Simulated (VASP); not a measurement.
Here is a VASP 6.6.1 calculation.

Contents of INCAR:

```
  PREC = Accurate
  ENCUT = 520
  EDIFF = 1E-6
  ISMEAR = 0
  SIGMA = 0.1
  LREAL = F
  LASPH = T
  NELM = 60
  ALGO = Normal
  ISIF = 2
  LWAVE = F
  LCHARG = T
  GGA = PE
  LELF = T
  LVHAR = T
  NBANDS = 12
```

KPOINTS

```
Automatic mesh
0
Gamma
  16 16 16
```

File POSCAR:

```
Ti
1.0
    0.0000000000      2.0504218000      2.0199718000
    2.0504218000      0.0000000000      2.0199718000
    2.0504218000      2.0504218000      0.0000000000
Ti
1
Direct
    0.0000000000      0.0000000000      0.0000000000
```

Potentials or basis: VASP PAW PBE potentials, release 64 (Ti_sv).

Run with:

```console
$ cat potpaw_PBE.64/Ti_sv/POTCAR > POTCAR
$ mpirun -np 1 vasp_std > vasp.out
```

Q: What does it give for the band gap on the k mesh?

A: Zero (bands 6 and 7 overlap by 1.26 eV).

Q: What does it give for the pressure?

A: 2.3 GPa.

Stress tensor (GPa, compression positive):
```
2.18 0.00 0.00
0.00 2.18 0.00
0.00 0.00 2.60
```

Caveat: the cell differs from its parent crystal (strained).
